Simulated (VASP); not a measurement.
Write the native input for VASP 6.6.1 that does the following.

```yaml
Task: single point
Functional: PBE
Potentials_or_basis: VASP PAW PBE potentials, release 64 (Ta_pv, N)
Cutoff: 520 eV
k_mesh: 11 × 11 × 11
Occupations: fermi-dirac, width 0.05 eV
Spin: no spin polarisation
Dipole_correction: no
Further_INCAR_settings: ALGO = Normal; EDIFF = 1e-06; NBANDS = 15
```

The structure of TaN lies in POSCAR:

```
TaN
1.0
    0.0000000000      2.1231033772      2.1231033772
    2.1231033772      0.0000000000      2.1231033772
    2.1231033772      2.1231033772      0.0000000000
Ta N
1 1
Direct
    0.5000000000      0.5000000000      0.5000000000
    0.0000000000      0.0000000000      0.0000000000
```

One way to write it, as run:

INCAR

```
SYSTEM = TaN
PREC = Accurate
ENCUT = 520
EDIFF = 1E-6
ISMEAR = -1
SIGMA = 0.05
LREAL = .FALSE.
LASPH = .TRUE.
NELM = 80
ALGO = Normal
ISIF = 2
LWAVE = .FALSE.
LCHARG = .TRUE.
GGA = PE
LELF = .TRUE.
LVHAR = .TRUE.
NBANDS = 15
```

KPOINTS

```
regular mesh
0
G
  11 11 11
  0 0 0
```

Potentials or basis: VASP PAW PBE potentials, release 64 (Ta_pv, N).

Launch:

```console
$ cat potpaw_PBE.64/Ta_pv/POTCAR potpaw_PBE.64/N/POTCAR > POTCAR
$ mpirun -np 1 vasp_std > vasp.out
```

Results of the run:

- Pressure: 52.2 GPa
- Band gap on the k mesh: zero (band 8 reaches 12.74 eV, above the bottom of band 9 at 8.36 eV)

Caveat: spin-orbit coupling is left out, which moves the levels of the heavy elements.

Run time: 6.6 s on 1 thread of Intel(R) Xeon(R) 6975P-C (Granite Rapids), with other jobs on the host, peak memory 0.15 GiB.
